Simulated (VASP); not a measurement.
# BN (Cmcm) in VASP: notebook

The runs below take BN through single point, with r2SCAN.

Program: VASP 6.6.1. These are calculated values, not measurements. Logs are shortened: lines on timing, memory, paths and dates and some standing lists are left out, and cuts for length are marked.

## 1. The cell of the first run

Symmetry: Cmcm, No. 63, orthorhombic system. The conventional cell has a = 2.529 Å, b = 4.294 Å, c = 6.661 Å, α = 90.00°, β = 90.00°, γ = 90.00°. B (site symmetry m2m) has 3 N at 1.43 to 1.45 Å within 1.9 Å. Within 1.9 Å of N (site symmetry m2m) lie 3 B at 1.43 to 1.45 Å.

## 2. Single point, r2SCAN (strain +0.0100 x Voigt [1, -1, 0, 0, 0, 0])

Contents of POSCAR:

```
BN
1.0
    2.5290316213      0.0000000000      0.0000000000
   -1.2645158107      2.1468352225      0.0000000000
    0.0000000000      0.0000000000      6.6612000000
B N
2 2
Direct
    0.3333333333      0.6666666667      0.2500000000
    0.6666666667      0.3333333333      0.7500000000
    0.3333333333      0.6666666667      0.7500000000
    0.6666666667      0.3333333333      0.2500000000
```

Contents of INCAR.step1:

```
PREC = Accurate ; ENCUT = 520
ISMEAR = 0 ; SIGMA = 0.05
LREAL = False ; LASPH = True
NELM = 100 ; NBANDS = 16
GGA = PE ; ALGO = Normal
EDIFF = 1E-4 ; LWAVE = True
LCHARG = False
```

Contents of INCAR.step2:

```
PREC = Accurate ; ENCUT = 520
EDIFF = 1E-7 ; ISMEAR = 0
SIGMA = 0.05 ; LREAL = False
LASPH = True ; NELM = 100
ALGO = Normal ; ISIF = 2
LWAVE = False ; LCHARG = True
METAGGA = R2SCAN ; LMIXTAU = True
LELF = True ; LVHAR = True
NBANDS = 16 ; ISTART = 1
```

Contents of KPOINTS:

```
regular mesh
0
Gamma
  12 12 4
```

Potentials or basis: VASP PAW PBE potentials, release 64 (B, N).

Run with:

```console
$ cat potpaw_PBE.64/B/POTCAR potpaw_PBE.64/N/POTCAR > POTCAR
$ cp INCAR.step1 INCAR
$ mpirun -np 1 vasp_std > vasp.out
$ cp INCAR.step2 INCAR
$ mpirun -np 1 vasp_std > vasp.out
```

OUTCAR:

```text
PREC = Accurate
   ENCUT = 520
   EDIFF = 1E-7
   ISMEAR = 0
   LREAL = False
   LASPH = True
   NELM = 100
   ISIF = 2
   METAGGA = R2SCAN
   ISTART = 1

 ion  position               nearest neighbor table
   1  0.333  0.667  0.250-   4 1.43   4 1.45   4 1.45
   2  0.667  0.333  0.750-   3 1.43   3 1.45   3 1.45
   3  0.333  0.667  0.750-   2 1.43   2 1.45   2 1.45
   4  0.667  0.333  0.250-   1 1.43   1 1.45   1 1.45

  Warning from LATTYP: Monoclinic adjustment (A1->A3, A2->A1, A3->A2)!
  LATTYP: Found a base centered orthorhombic cell.
 ALAT       =     2.5290316213
 B/A-ratio  =     1.6977527718
 C/A-ratio  =     2.6338935203

  Lattice vectors:

 A1 = (   1.2645158107,  -2.1468352225,   0.0000000000)
 A2 = (   1.2645158106,   2.1468352225,   0.0000000000)
 A3 = (   0.0000000000,   0.0000000000,   6.6612000000)

Analysis of symmetry for initial positions (statically):
=====================================================================
 Subroutine PRICEL returns:
 Original cell was already a primitive cell.

 Routine SETGRP: Setting up the symmetry group for a
 base centered orthorhombic supercell.

 Subroutine GETGRP returns: Found  8 space group operations
 (whereof  4 operations were pure point group operations)
 out of a pool of  8 trial point group operations.

The static configuration has the point symmetry C_2h.
 The point group associated with its full space group is D_2h.

Analysis of symmetry for dynamics (positions and initial velocities):
=====================================================================
 Subroutine PRICEL returns:
 Original cell was already a primitive cell.

 Routine SETGRP: Setting up the symmetry group for a
 base centered orthorhombic supercell.

 Subroutine GETGRP returns: Found  8 space group operations
 (whereof  4 operations were pure point group operations)
 out of a pool of  8 trial point group operations.

The dynamic configuration has the point symmetry C_2h.
 The point group associated with its full space group is D_2h.

 Subroutine INISYM returns: Found  8 space group operations
 (whereof  4 operations are pure point group operations),
 and found     1 'primitive' translations

----------------------------------------------------------------------------------------

                                     Primitive cell

  volume of cell :      36.1664

  direct lattice vectors                    reciprocal lattice vectors
     2.529031621  0.000000000  0.000000000     0.395408263  0.232900967  0.000000000
    -1.264515811  2.146835223  0.000000000     0.000000000  0.465801935  0.000000000
     0.000000000  0.000000000  6.661200000     0.000000000  0.000000000  0.150123101

  length of vectors
     2.529031621  2.491566116  6.661200000     0.458901465  0.465801935  0.150123101

  position of ions in fractional coordinates (direct lattice)
     0.333333333  0.666666667  0.250000000
     0.666666667  0.333333333  0.750000000
     0.333333333  0.666666667  0.750000000
     0.666666667  0.333333333  0.250000000

  ion indices of the primitive-cell ions
   primitive index   ion index
                 1           1
                 2           2
                 3           3
                 4           4

----------------------------------------------------------------------------------------

 KPOINTS: regular mesh

Automatic generation of k-mesh.
 Grid dimensions read from file:
 generate k-points for:   12   12    4

 Generating k-lattice:

  Cartesian coordinates                     Fractional coordinates (reciprocal lattice)
     0.032950689  0.019408414  0.000000000     0.083333333 -0.000000000  0.000000000
     0.000000000  0.038816828  0.000000000     0.000000000  0.083333333  0.000000000
     0.000000000  0.000000000  0.037530775     0.000000000  0.000000000  0.250000000

  Length of vectors
     0.038241789  0.038816828  0.037530775

  Shift w.r.t. Gamma in fractional coordinates (k-lattice)
     0.000000000  0.000000000  0.000000000

 Subroutine IBZKPT returns following result:
 ===========================================

 Found    129 irreducible k-points:

 Following reciprocal coordinates:
            Coordinates               Weight
  0.000000  0.000000  0.000000      1.000000
  0.083333  0.000000  0.000000      4.000000
  0.166667  0.000000  0.000000      4.000000
  0.250000  0.000000  0.000000      4.000000
  0.333333  0.000000  0.000000      4.000000
  0.416667  0.000000  0.000000      4.000000
[... 16 lines left out ...]
  0.333333  0.166667  0.000000      4.000000
  0.416667  0.166667  0.000000      4.000000
 [... further k-points ...]
   k-points           NKPTS =    129   k-points in BZ     NKDIM =    129   number of bands    NBANDS=     16
   number of dos      NEDOS =    301   number of ions     NIONS =      4
   total plane-waves  NPLWV =  20000
   dimension x,y,z NGX =    20 NGY =   20 NGZ =   50
   dimension x,y,z NGXF=    40 NGYF=   40 NGZF=  100
   ions per type =               2   2
   NGX,Y,Z   is equivalent  to a cutoff of  13.15, 13.34, 12.48 a.u.
   NGXF,Y,Z  is equivalent  to a cutoff of  26.29, 26.69, 24.96 a.u.
 SYSTEM =  unknown system
   PREC   = accura    normal or accurate (medium, high low for compatibility)
   ISTART =      1    job   : 0-new  1-cont  2-samecut
   ICHARG =      0    charge: 1-file 2-atom 10-const
   ISPIN  =      1    spin polarized calculation?
   LNONCOLLINEAR =      F non collinear calculations
   LSORBIT =      F    spin-orbit coupling
   LASPH  =      T    aspherical Exc in radial PAW
   ENCUT  =  520.0 eV  38.22 Ry    6.18 a.u.   4.70  4.63 12.39*2*pi/ulx,y,z
   NELM   =    100;   NELMIN=  2; NELMDL=  0     # of ELM steps
   EDIFF  = 0.1E-06   stopping-criterion for ELM
   LREAL  =      F    real-space projection
   EDIFFG = 0.1E-05   stopping-criterion for IOM
   NSW    =      0    number of steps for IOM
   IBRION =     -1    ionic relax: 0-MD 1-quasi-New 2-CG
   NFREE  =      0    steps in history (QN), initial steepest desc. (CG)
   ISIF   =      2    stress and relaxation
   ISYM   =      2    0-nonsym 1-usesym 2-fastsym
   POTIM  = 0.5000    time-step for ionic-motion
   TEBEG  =    0.0;   TEEND  =   0.0 temperature during run
   PSTRESS=    0.0 pullay stress
   NELECT =      16.0000    total number of electrons
   NUPDOWN=      -1.0000    fix difference up-down
   EMIN   =  10.00;   EMAX   =-10.00  energy-range for DOS
   EFERMI =   0.00;   METHOD = LEGACY
   ISMEAR =     0;   SIGMA  =   0.05  broadening in eV -4-tet -1-fermi 0-gaus
   EFERMI_NEDOS =   21; number of points for ismear=-14 and -15
   IALGO  =     38    algorithm
   IMIX   =      4    mixing-type and parameters
     AMIX     =   0.40;   BMIX     =  1.00
     AMIX_MAG =   1.60;   BMIX_MAG =  1.00
  volume/ion in A,a.u.               =       9.04        61.02
  Fermi-wavevector in a.u.,A,eV,Ry     =   1.247421  2.357284 21.171466  1.556059
  Thomas-Fermi vector in A             =   2.381554
   LORBIT       =      0    0 simple, 1 ext, 2 COOP (PROOUT), +10 PAW based schemes
   METAGGA = R2SCAN    functional components
   LHFCALC =     F    Hartree Fock is set to
   AEXX    =    0.0000 exact exchange contribution
   IVDW    =     0    specifies the selected vdW correction
   LEPSILON=     F    determine dielectric tensor
   LRPA    =     F    only Hartree local field effects (RPA)
 non-spin polarized calculation
 Gauss-broadening in eV      SIGMA  =   0.05
  energy-cutoff  :      520.00
  volume of cell :       36.17
 maximum number of plane-waves:       991
   NGX =  9   NGY =  9   NGZ = 25

 number of electron      15.9999998 magnetization

 Free energy of the ion-electron system (eV)
  ---------------------------------------------------
  ext. energy  EPLUGINS =         0.00000000
  ---------------------------------------------------
  free energy    TOTEN  =       -38.57585220 eV

  energy without entropy =      -38.57585220  energy(sigma->0) =      -38.57585220

 E-fermi :   2.2145     XC(G=0): -10.7175

 val. band max:        2.0129820662   @ k =   0.2500   0.3333   0.0000
 cond. band min:       6.8196317686   @ k =   0.5000   0.0000   0.0000
 fundamental gap:      4.8066497024
 Fermi energy:         2.2144887382

 k-point     1 :       0.0000    0.0000    0.0000
  band No.  band energies     occupation
      1     -16.8025      2.00000
      2     -16.5186      2.00000
      3      -4.3725      2.00000
      4      -2.2164      2.00000
      5       0.5952      2.00000
      6       0.6341      2.00000
[... 8 lines left out ...]
     15      15.2803      0.00000
     16      16.2941      0.00000

 k-point     2 :       0.0833    0.0000    0.0000
  band No.  band energies     occupation
      1     -16.6626      2.00000
      2     -16.3830      2.00000
      3      -4.1806      2.00000
      4      -2.0435      2.00000
      5       0.0172      2.00000
      6       0.0518      2.00000
[... 8 lines left out ...]
     15      15.6644      0.00000
     16      15.7274      0.00000

 k-point     3 :       0.1667    0.0000    0.0000
  band No.  band energies     occupation
      1     -16.2507      2.00000
      2     -15.9844      2.00000
      3      -3.6121      2.00000
      4      -1.5357      2.00000
      5      -1.4836      2.00000
      6      -1.4397      2.00000
[... 8 lines left out ...]
     15      16.7690      0.00000
     16      16.9696      0.00000

 k-point     4 :       0.2500    0.0000    0.0000
  band No.  band energies     occupation
      1     -15.5961      2.00000
      2     -15.3536      2.00000
      3      -3.3739      2.00000
      4      -3.3088      2.00000
      5      -2.6941      2.00000
      6      -0.9874      2.00000
[... 8 lines left out ...]
     15      18.3312      0.00000
     16      19.0831      0.00000
[... 324 lines left out ...]
 k-point    22 :       0.2500    0.1667    0.0000
  band No.  band energies     occupation
      1     -14.3943      2.00000
      2     -14.2073      2.00000
      3      -5.2530      2.00000
      4      -5.1964      2.00000
      5      -2.9016      2.00000
      6      -2.8339      2.00000
[... 8 lines left out ...]
     15      16.8851      0.00000
     16      18.8571      0.00000

 k-point    23 :       0.3333    0.1667    0.0000
  band No.  band energies     occupation
      1     -13.6384      2.00000
      2     -13.5152      2.00000
      3      -6.4814      2.00000
      4      -6.4015      2.00000
      5      -3.4427      2.00000
      6      -3.3671      2.00000
[... 8 lines left out ...]
     15      17.5911      0.00000
     16      20.7400      0.00000

 k-point    24 :       0.4167    0.1667    0.0000
  band No.  band energies     occupation
      1     -13.3007      2.00000
      2     -13.2356      2.00000
      3      -6.9570      2.00000
      4      -6.8725      2.00000
      5      -3.6409      2.00000
      6      -3.5633      2.00000
[... 8 lines left out ...]
     15      17.5372      0.00000
     16      20.9029      0.00000

 [... further k-points ...]

------------------------ aborting loop because EDIFF is reached ----------------------------------------

  FORCE on cell =-STRESS in cart. coord.  units (eV):
  Direction    XX          YY          ZZ          XY          YZ          ZX
  --------------------------------------------------------------------------------------
  -------------------------------------------------------------------------------------
  Total       -1.8396075      1.6467024      0.1282762     -0.0000000      0.0000000      0.0000000
  in kB      -81.4948760     72.9491554      5.6826561     -0.0000000      0.0000000      0.0000000
  external PRESSURE =      -0.9543549 kB  Pullay stress =       0.0000000 kB

 VOLUME and BASIS-vectors are now :
 -----------------------------------------------------------------------------
  energy-cutoff  :      520.00
  volume of cell :       36.17
      direct lattice vectors                 reciprocal lattice vectors
     2.529031621  0.000000000  0.000000000     0.395408263  0.232900967  0.000000000
    -1.264515811  2.146835223  0.000000000     0.000000000  0.465801935  0.000000000
     0.000000000  0.000000000  6.661200000     0.000000000  0.000000000  0.150123101

 POSITION                                       TOTAL-FORCE (eV/Angst)
 -----------------------------------------------------------------------------------
     -0.00000      1.43122      1.66530         0.000000     -0.247424     -0.000000
      1.26452      0.71561      4.99590        -0.000000      0.247424      0.000000
     -0.00000      1.43122      4.99590         0.000000     -0.251079      0.000000
      1.26452      0.71561      1.66530        -0.000000      0.251079     -0.000000
 -----------------------------------------------------------------------------------
    total drift:                                0.000000     -0.000000     -0.000000

  FREE ENERGIE OF THE ION-ELECTRON SYSTEM (eV)
  ---------------------------------------------------
  free  energy   TOTEN  =       -38.5758521964 eV

  energy  without entropy=      -38.5758521964  energy(sigma->0) =      -38.57585220
```

Wall time 6.5 min (1 thread of AMD EPYC 7R43 (Zen 3), shared host); peak memory 0.16 GiB.

What came out:

```yaml
Free_energy: -38.5759 eV
Pressure: -0.1 GPa
Largest_force: 0.251 eV/Å
Band_gap_on_the_k_mesh: 4.81 eV (least direct gap 5.31 eV)
```

Forces on the atoms (eV/Å):
```
B    0.000 -0.247  0.000
B    0.000  0.247  0.000
N    0.000 -0.251  0.000
N    0.000  0.251  0.000
```

Caveat: the cell differs from its parent crystal (strain +0.0100 x Voigt [1, -1, 0, 0, 0, 0]); the stress differs along the axes, from -8 to 7 GPa; the PAW data sets were made with another functional, which shifts forces and pressure a little. A k mesh can miss the band edges.

## 3. Single point, r2SCAN (strain -0.0300 x Voigt [1, -1, 0, 0, 0, 0])

POSCAR, as its differences from that of step 2:

```diff
@@ -2,4 +2,4 @@
 1.0
-    2.5290316213      0.0000000000      0.0000000000
-   -1.2645158107      2.1468352225      0.0000000000
+    2.4288719532      0.0000000000      0.0000000000
+   -1.2144359766      2.2335760396      0.0000000000
     0.0000000000      0.0000000000      6.6612000000
```

INCAR.step1, as its differences from that of step 2:

```diff
@@ -3,3 +3,3 @@
 LREAL = False ; LASPH = True
-NELM = 100 ; NBANDS = 16
+NELM = 60 ; NBANDS = 16
 GGA = PE ; ALGO = Normal
```

Contents of INCAR.step2:

```
PREC = Accurate ; ENCUT = 520
EDIFF = 1E-6 ; ISMEAR = 0
SIGMA = 0.05 ; LREAL = False
LASPH = True ; NELM = 60
ALGO = Normal ; ISIF = 2
LWAVE = False ; LCHARG = False
METAGGA = R2SCAN ; LMIXTAU = True
NBANDS = 16 ; ISTART = 1
```

Contents of KPOINTS:

```
Automatic mesh
0
Gamma
  12 12 4
```

Potentials or basis: VASP PAW PBE potentials, release 64 (B, N).

Run with:

```console
$ cat potpaw_PBE.64/B/POTCAR potpaw_PBE.64/N/POTCAR > POTCAR
$ cp INCAR.step1 INCAR
$ mpirun -np 1 vasp_std > vasp.out
$ cp INCAR.step2 INCAR
$ mpirun -np 1 vasp_std > vasp.out
```

Wall time 4.2 min (1 thread of AMD EPYC 7R43 (Zen 3), shared host); peak memory 0.15 GiB.

It converged, with:

```yaml
Free_energy: -38.4362 eV
Pressure: 0.9 GPa
Largest_force: 0.612 eV/Å
Band_gap_on_the_k_mesh: 4.52 eV (least direct gap 5.31 eV)
```

Forces in eV/Å, atoms in the order of the input:
```
B    0.000  0.601  0.000
B    0.000 -0.601  0.000
N    0.000  0.612  0.000
N    0.000 -0.612  0.000
```

Stress tensor (GPa, compression positive):
```
 24.21   0.00   0.00
  0.00 -22.20   0.00
  0.00   0.00   0.56
```

Levels at points of the mesh, in eV from the valence-band top:
```csv
k point,band 5,band 6,band 7,band 8,band 9,band 10,band 11,band 12
"(0.00, 0.00, 0.00)",-1.60,-1.56,-1.23,-1.19,5.51,10.86,10.96,11.43
"(0.50, 0.00, 0.00)",-4.63,-4.56,-1.29,-0.35,4.96,6.25,9.70,9.97
"(0.00, 0.50, 0.00)",-3.72,-3.66,-1.92,-0.83,4.52,6.26,10.84,11.97
"(0.00, 0.00, 0.50)",-1.58,-1.58,-1.21,-1.21,7.95,7.95,11.32,11.32
"(0.50, 0.00, 0.50)",-4.60,-4.60,-0.80,-0.80,5.36,5.36,9.98,9.98
"(0.00, 0.50, 0.50)",-3.69,-3.69,-1.36,-1.36,5.12,5.12,11.75,11.75
```

Caveat: the cell differs from its parent crystal (strain -0.0300 x Voigt [1, -1, 0, 0, 0, 0]); the stress differs along the axes, from -22 to 24 GPa; the PAW data sets were made with another functional, which shifts forces and pressure a little.
